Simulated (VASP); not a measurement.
Crystal: CdSe.

```
Cd Se
1.0
     0.00000    3.11067    3.11067
     3.11067    0.00000    3.11067
     3.11067    3.11067    0.00000
Cd Se
1 1
Direct
  0.00000 0.00000 0.00000
  0.25000 0.25000 0.25000
```

Base run:

| Item | Value |
| --- | --- |
| Program | VASP 6.6.1 |
| Functional | BLYP |
| Potentials or basis | VASP PAW PBE potentials, release 64 (Cd, Se) |
| Cutoff | 520 eV |
| k mesh | 8 × 8 × 8 |
| Occupations | fermi-dirac, width 0.05 eV |
| Spin | no spin polarisation |

Its results: band gap on the k mesh 0.41 eV, direct; pressure 2.3 GPa.

Task: After a change of settings the same cell gave: band gap on the k mesh 0.41 eV, direct; pressure -1.2 GPa. Which change was it?
A. functional from BLYP to RPBE
B. functional from BLYP to PBEsol
C. functional from BLYP to PBEsol; further incar settings from ALGO = Normal; EDIFF = 1e-06; NBANDS = 16 to ALGO = Normal; EDIFF = 1e-07; NBANDS = 16
D. dispersion from none to D4

Result: D.

Dispersion adds attraction, which lowers the pressure at fixed volume and, as a term added to the energy, leaves the levels alone.

Caveats: the PAW data sets were made with another functional, which shifts forces and pressure a little.
